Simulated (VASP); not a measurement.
A run of VASP 6.6.1:

POSCAR

```
MgI2
1.0
    2.0786779653      1.2001252828      6.8923459395
   -2.0786779653      1.2001252828      6.8923459395
    0.0000000000     -2.4002505656      6.8923459395
Mg I
1 2
Direct
    0.0000000000      0.0000000000      0.0000000000
    0.2526882635      0.2526882635      0.2526882635
    0.7473117365      0.7473117365      0.7473117365
```

File INCAR.step1:

```
  PREC = Accurate
  ENCUT = 520
  ISMEAR = 0
  SIGMA = 0.01
  LREAL = False
  LASPH = True
  NELM = 80
  NBANDS = 15
  GGA = PE
  ALGO = Normal
  EDIFF = 1E-4
  LWAVE = True
  LCHARG = False
```

File INCAR.step2:

```
  PREC = Accurate
  ENCUT = 520
  EDIFF = 1E-7
  ISMEAR = 0
  SIGMA = 0.01
  LREAL = False
  LASPH = True
  NELM = 80
  ALGO = Normal
  ISIF = 2
  LWAVE = False
  LCHARG = True
  METAGGA = R2SCAN
  LMIXTAU = True
  LELF = True
  LVHAR = True
  NBANDS = 15
  ISTART = 1
```

The input KPOINTS:

```
regular mesh
0
Gamma
  6 6 6
```

Potentials or basis: VASP PAW PBE potentials, release 64 (Mg, I).

Launch:

```sh
$ cat potpaw_PBE.64/Mg/POTCAR potpaw_PBE.64/I/POTCAR > POTCAR
$ cp INCAR.step1 INCAR
$ mpirun -np 1 vasp_std > vasp.out
$ cp INCAR.step2 INCAR
$ mpirun -np 1 vasp_std > vasp.out
```

Hardware: 1 thread of Intel(R) Xeon(R) 6975P-C (Granite Rapids), with other jobs on the host.

How long does it take, and how much memory?

It took 4.9 min on 1 thread of Intel(R) Xeon(R) 6975P-C (Granite Rapids), with other jobs on the host, peak memory 0.44 GiB. Counts: k points 32.
